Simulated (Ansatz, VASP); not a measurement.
One calculation of In, two programs

The input INCAR:

```
SYSTEM = In
ALGO     = Normal         ! electronic algorithm
EDIFF    = 1E-6           ! SCF threshold, eV
ENCUT    = 520            ! plane-wave cutoff, eV
GGA      = PE             ! functional
ISIF     = 2              ! what is computed and relaxed
ISMEAR   = -1             ! smearing method
LASPH    = .True.         ! aspherical terms in the spheres
LCHARG   = .False.        ! write CHGCAR
LREAL    = .False.        ! projectors in reciprocal space
LWAVE    = .False.        ! write WAVECAR
NBANDS   = 12             ! bands
NELM     = 60             ! most SCF steps
PREC     = Accurate       ! precision mode
SIGMA    = 0.1            ! smearing width, eV
```

The input KPOINTS:

```
k-points
0
Gamma
  8 8 8
  0 0 0
```

Contents of POSCAR:

```
In
1.0
   -1.5845051890      1.5845051890      2.7386405001
    1.5845051890     -1.5845051890      2.7386405001
    1.5845051890      1.5845051890     -2.7386405001
In
1
Direct
    0.0000000000      0.0000000000      0.0000000000
```

Input for Ansatz:

```yaml
crystal:
  lattice:
    - [-1.5845051889730812, 1.5845051889730795, 2.738640500068285]
    - [1.5845051889730812, -1.5845051889730795, 2.738640500068285]
    - [1.5845051889730812, 1.5845051889730817, -2.738640500068285]
  atoms:
    - { symbol: In, position: [-3.412832519307211e-33, -3.582474726560433e-33, -6.492956975736207e-33] }
kpoints:
  mp_grid:
    grid: [8, 8, 8]
hamiltonian:
  xc: pbe
scf:
  occupations:
    method: fermi_dirac
    width: 0.1
output:
  forces: true
  stress: true
```

Alike in both runs: task single point; functional PBE; k mesh 8 × 8 × 8; occupations fermi-dirac, width 0.1 eV; no spin polarisation.

```csv
,VASP,Ansatz
version,VASP 6.6.1,Ansatz 0.2.0
potentials or method,"VASP PAW PBE potentials, release 64 (In_d)","plane waves, PAW"
plane-wave cutoff (eV),520,420
valence electrons in the cell,13,13
```

|  | VASP | Ansatz | Ansatz less VASP |
| --- | --- | --- | --- |
| pressure (GPa) | -0.1 | 0.0 | +0.05 |
| traceless stress, the component that is largest in VASP (GPa) | -0.20 | -0.20 | +0.001 |

The functional is the same, so the differences come from potentials, cutoffs and numerics.
